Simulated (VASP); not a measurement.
BaS:

```
CELL_PARAMETERS angstrom
0.00000 3.23578 3.23578
3.23578 0.00000 3.23578
3.23578 3.23578 0.00000
ATOMIC_POSITIONS crystal
Ba 0.00000 0.00000 0.00000
S 0.50000 0.50000 0.50000
```

Base run:

| Quantity | Value |
| --- | --- |
| Program | VASP 6.6.1 |
| Functional | r2SCAN |
| Potentials or basis | VASP PAW PBE potentials, release 64 (Ba_sv, S) |
| Cutoff | 520 eV |
| k mesh | 7 × 7 × 7 |
| Occupations | fermi-dirac, width 0.05 eV |
| Spin | no spin polarisation |

Its results: band gap on the k mesh 2.58 eV, indirect (least direct gap 2.75 eV); pressure -0.4 GPa.

Problem. The run is repeated on the same cell with these changes: functional from r2SCAN to PBE. What comes out?

Solution. Band gap on the k mesh 2.23 eV, indirect (least direct gap 2.39 eV); pressure -0.3 GPa.

r2SCAN gives the wider gap, since meta-GGAs in the generalised Kohn-Sham scheme recover part of the derivative discontinuity.

Caveats: spin-orbit coupling is left out, which moves the levels of the heavy elements; the PAW data sets were made with another functional, which shifts forces and pressure a little (some runs).

A k mesh can miss the band edges.
